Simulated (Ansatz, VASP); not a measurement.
In in VASP and in Ansatz

The input POSCAR:

```
In
1.0
   -1.9072981498      1.9072981498      1.9072981498
    1.9072981498     -1.9072981498      1.9072981498
    1.9072981498      1.9072981498     -1.9072981498
In
1
Direct
    0.0000000000      0.0000000000      0.0000000000
```

INCAR.step1

```
PREC     = Accurate       # precision mode
ENCUT    = 520            # plane-wave cutoff, eV
ISMEAR   = -1             # smearing method
SIGMA    = 0.05           # smearing width, eV
LREAL    = False          # projectors in reciprocal space
LASPH    = True           # aspherical terms in the spheres
NELM     = 60             # most SCF steps
NBANDS   = 12             # bands
GGA      = PE             # functional
ALGO     = Normal         # electronic algorithm
EDIFF    = 1E-4           # SCF threshold, eV
LWAVE    = True           # write WAVECAR
LCHARG   = False          # write CHGCAR
```

Contents of INCAR.step2:

```
PREC     = Accurate       # precision mode
ENCUT    = 520            # plane-wave cutoff, eV
EDIFF    = 1E-7           # SCF threshold, eV
ISMEAR   = -1             # smearing method
SIGMA    = 0.05           # smearing width, eV
LREAL    = False          # projectors in reciprocal space
LASPH    = True           # aspherical terms in the spheres
NELM     = 60             # most SCF steps
ALGO     = Normal         # electronic algorithm
ISIF     = 2              # what is computed and relaxed
LWAVE    = False          # write WAVECAR
LCHARG   = False          # write CHGCAR
METAGGA  = R2SCAN         # meta-GGA
LMIXTAU  = True         
NBANDS   = 12             # bands
ISTART   = 1
```

The input KPOINTS:

```
regular mesh
0
Gamma
  10 10 10
```

File input.yaml:

```yaml
crystal:
  lattice:
    - [-1.9072981498, 1.9072981498, 1.9072981498]
    - [1.9072981498, -1.9072981498, 1.9072981498]
    - [1.9072981498, 1.9072981498, -1.9072981498]
  atoms:
    - { symbol: In, position: [0.0, 0.0, 0.0] }
hamiltonian:
  xc: r2scan
  pseudopotentials: { kind: paw }
kpoints:
  mp_grid: { grid: [10, 10, 10] }
scf:
  occupations: { method: fermi_dirac, width: 0.05 }
output:
  forces: true
  stress: true
  eigenvalues: true
```

Alike in both runs: task single point; functional r2SCAN; k mesh 10 × 10 × 10; occupations fermi-dirac, width 0.05 eV; no spin polarisation.

```csv
,VASP,Ansatz
version,VASP 6.6.1,Ansatz 0.2.0
potentials or method,"VASP PAW PBE potentials, release 64 (In_d)",Ansatz PAW
plane-wave cutoff (eV),520,500
valence electrons in the cell,13,13
```

```tsv
	VASP	Ansatz	Ansatz less VASP
gap on the k mesh at the Fermi level (eV)	none	none	-
pressure (GPa)	-1.5	-1.5	-0.01
```

VASP's potentials were made for PBE, not for r2SCAN. A gap of «none» marks a metal or a gap that the smearing closes. With one functional, cell and mesh, what is left measures potentials, basis and numerics.
